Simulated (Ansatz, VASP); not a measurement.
# One calculation of Si2W, two programs

Contents of INCAR:

```
ALGO     = Normal         # electronic algorithm
EDIFF    = 1E-6           # SCF threshold, eV
ENCUT    = 520            # plane-wave cutoff, eV
GGA      = RP             # functional
ISIF     = 2              # what is computed and relaxed
ISMEAR   = -1             # smearing method
LASPH    = True           # aspherical terms in the spheres
LCHARG   = True           # write CHGCAR
LELF     = True           # ELF
LREAL    = False          # projectors in reciprocal space
LVHAR    = True         
LWAVE    = False          # write WAVECAR
NBANDS   = 18             # bands
NELM     = 100            # most SCF steps
PREC     = Accurate       # precision mode
SIGMA    = 0.05           # smearing width, eV
```

KPOINTS

```
k-points
0
Gamma
  12 12 12
```

POSCAR

```
Si2W
1.0
   -1.6069000000      1.6069000000      3.9149500000
    1.6069000000     -1.6069000000      3.9149500000
    1.6069000000      1.6069000000     -3.9149500000
W Si
1 2
Direct
    0.0000000000      0.0000000000      0.0000000000
    0.6653000000      0.6653000000      0.0000000000
    0.3347000000      0.3347000000      0.0000000000
```

Contents of input.yaml:

```yaml
crystal:
  lattice:
    - [-1.6069, 1.6069, 3.91495]
    - [1.6069, -1.6069, 3.91495]
    - [1.6069, 1.6069, -3.91495]
  atoms:
    - { symbol: W, position: [0.0, 0.0, 0.0] }
    - { symbol: Si, position: [0.6653, 0.6653, 0.0] }
    - { symbol: Si, position: [0.3347, 0.3347, 0.0] }
hamiltonian:
  xc: rpbe
  pseudopotentials: { kind: paw }
kpoints:
  mp_grid: { grid: [12, 12, 12] }
  band_path:
    path:
      - [[0.0, 0.0, 0.0], [0.0, 0.0, 0.5], [-0.084235521, 0.084235521, 0.5], [-0.2921177605, 0.2921177605, 0.2921177605], [0.0, 0.0, 0.0], [0.5, 0.5, -0.5], [0.2921177605, 0.7078822395, -0.2921177605], [0.0, 0.5, 0.0], [0.25, 0.25, 0.25], [0.5, 0.5, -0.084235521], [0.5, 0.5, -0.5]]
      - [[0.0, 0.0, 0.5], [0.25, 0.25, 0.25]]
    npoints: 14
scf:
  occupations: { method: fermi_dirac, width: 0.05 }
  n_extra_bands: 7
output:
  forces: true
  stress: true
  eigenvalues: true
  fatbands: false
```

Alike in both runs: functional RPBE; k mesh 12 × 12 × 12; occupations fermi-dirac, width 0.05 eV; no spin polarisation.

```csv
,VASP,Ansatz
version,VASP 6.6.1,Ansatz 0.2.0
potentials or method,"VASP PAW PBE potentials, release 64 (W_sv, Si)",Ansatz PAW
plane-wave cutoff (eV),520,420
valence electrons in the cell,22,22
task,single point,band structure
```

|  | VASP | Ansatz | Ansatz less VASP |
| --- | --- | --- | --- |
| gap on the k mesh at the Fermi level (eV) | none | none | - |
| pressure (GPa) | 5.8 | 6.1 | +0.30 |
| traceless stress, the component that is largest in VASP (GPa) | 0.40 | 0.52 | +0.122 |
| rms of the force components (eV/Å) | 0.055 | 0.053 | -0.0022 |

VASP's potentials were made for PBE, not for RPBE. Atom by atom the forces differ by 0.002 eV/Å (rms over components). A gap of «none» marks a metal or a gap that the smearing closes.

Spin-orbit coupling is off throughout.
